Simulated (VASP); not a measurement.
Set up this calculation in VASP 6.6.1, as the native input.

- Task: single point
- Functional: LDA
- Potentials or basis: VASP PAW LDA potentials, release 64 (Os)
- Cutoff: 600 eV
- k mesh: 11 × 11 × 6
- Occupations: fermi-dirac, width 0.15 eV
- Spin: no spin polarisation
- Dipole correction: no
- Further INCAR settings: ALGO = Normal; EDIFF = 1e-06; NBANDS = 15

The structure of Os lies in POSCAR:

```
Os
1.0
    2.6591551098      0.0000000000      0.0000000000
   -1.3295775549      2.3028958811      0.0000000000
    0.0000000000      0.0000000000      4.2012919526
Os
2
Direct
    0.3333333333      0.6666666667      0.2500000000
    0.6666666667      0.3333333333      0.7500000000
```

These files were run (other wordings do the same):

INCAR

```
PREC = Accurate ; ENCUT = 600
EDIFF = 1E-6 ; ISMEAR = -1
SIGMA = 0.15 ; LREAL = F
LASPH = T ; NELM = 120
ALGO = Normal ; ISIF = 2
LWAVE = F ; LCHARG = F
NBANDS = 15 ; GGA_COMPAT = F
```

KPOINTS

```
Automatic mesh
0
Gamma
  11 11 6
```

Potentials or basis: VASP PAW LDA potentials, release 64 (Os).

Command:

```sh
$ cat potpaw_LDA.64/Os/POTCAR > POTCAR
$ mpirun -np 1 vasp_std > vasp.out
```

Results of the run:

* Pressure: 35.4 GPa
* Band gap on the k mesh: zero (bands 8 and 9 overlap by 4.44 eV)

Caveat: the cell stands under pressure; spin-orbit coupling is left out, which moves the levels of the heavy elements.

Wall time 15 s on 1 thread of Intel Xeon 8259CL (shared host), peak memory 0.16 GiB.
